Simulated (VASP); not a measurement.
Runs of VASP 6.6.1 on O. The structure is that of space group P6_3/mmc (No. 194), or close to it. The cells are those of the table. 

| cell | gap on the mesh (eV) | pressure (GPa) |
| --- | --- | --- |
| a = 2.036, b = 2.036, c = 2.396 Å, angles 90.0, 90.0, 120.0°, 2 atoms | none | 319.7 |
| a = 2.319, b = 2.319, c = 2.482 Å, angles 90.0, 90.0, 120.0°, 2 atoms | none | 81.4 |
| a = 2.444, b = 2.444, c = 2.522 Å, angles 90.0, 90.0, 120.0°, 2 atoms | none | (a) |
| a = 1.915, b = 1.915, c = 2.333 Å, angles 90.0, 90.0, 120.0°, 2 atoms | none | 546.6 |

Alike in all rows: task single point; level LDA; potentials or basis VASP PAW LDA potentials, release 64 (O); no spin polarisation; k mesh 19 × 19 × 11; smearing fermi-dirac 0.1 eV.

Task: Estimate the missing entries.

Result: (a) 32.8.

Caveats: the cell stands under pressure.

A gap of «none» marks levels without a gap at the run's occupations.
